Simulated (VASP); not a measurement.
A run of VASP 6.6.1 is set up as follows.

File INCAR:

```
SYSTEM = H3C18N
ALGO     = Normal         ! electronic algorithm
EDIFF    = 1E-7           ! SCF threshold, eV
ENCUT    = 520            ! plane-wave cutoff, eV
GGA      = PS             ! functional
ISIF     = 2              ! what is computed and relaxed
ISMEAR   = 0              ! smearing method
LASPH    = .TRUE.         ! aspherical terms in the spheres
LCHARG   = .FALSE.        ! write CHGCAR
LREAL    = Auto         
LWAVE    = .FALSE.        ! write WAVECAR
NBANDS   = 57             ! bands
NELM     = 100            ! most SCF steps
PREC     = Accurate       ! precision mode
SIGMA    = 0.02           ! smearing width, eV
```

KPOINTS

```
k-points
0
G
  2 2 1
  0 0 0
```

Contents of POSCAR:

```
H3C18N
1.0
    7.3980000000      0.0000000000      0.0000000000
   -3.6990000000      6.4068560000      0.0000000000
    0.0000000000      0.0000000000     13.0000000000
C N H
18 1 3
Direct
   -0.0072010684     -0.0040347403      0.0484610769
    0.2174762534      0.1082825960      0.0485306923
   -0.0058533977      0.3316562757      0.0485365385
    0.2160713256      0.4425989908      0.0485648462
   -0.0048573045      0.6635638447      0.0483893077
    0.2150916196      0.7735925390      0.0484784615
    0.3274463906     -0.0017517172      0.0485379231
    0.5493832855      0.1092637325      0.0485658462
    0.3284104532      0.3302396683      0.0485733077
    0.5484516964      0.4402037442      0.0485558462
    0.3260272392      0.6626111153      0.0485698462
    0.5507273394      0.7749759008      0.0485969231
    0.6617464095     -0.0030440828      0.0485804615
    0.8818111223      0.1069666620      0.0485430000
    0.6594787411      0.3292845976      0.0485467692
    0.8841655296      0.4416706104      0.0484734615
    0.6608206069      0.6649394024      0.0485205385
    0.8828557902      0.7759208261      0.0483970769
    0.8447888016      0.7265938239      0.3237056154
    0.7257468441      0.6125066647      0.3660155385
    0.8934391558      0.8631356784      0.3629901538
    0.7787209750      0.7397709579      0.2569443846
```

Potentials or basis: VASP PAW PBE potentials, release 64 (C, N, H).

Command:

```console
$ cat potpaw_PBE.64/C/POTCAR potpaw_PBE.64/N/POTCAR potpaw_PBE.64/H/POTCAR > POTCAR
$ mpirun -np 1 vasp_std > vasp.out
```

(1) Predict the largest force.

(2) Estimate the band gap on the k mesh.

Answers

(1) 0.034 eV/Å.

(2) 0.21 eV.

Caveat: the k points lie up to 0.49 Å⁻¹ apart; there is no dipole correction, which matters where the two faces differ; semilocal functionals underestimate gaps, and a narrow one can read as zero; the PAW data sets were made with another functional, which shifts forces and pressure a little.
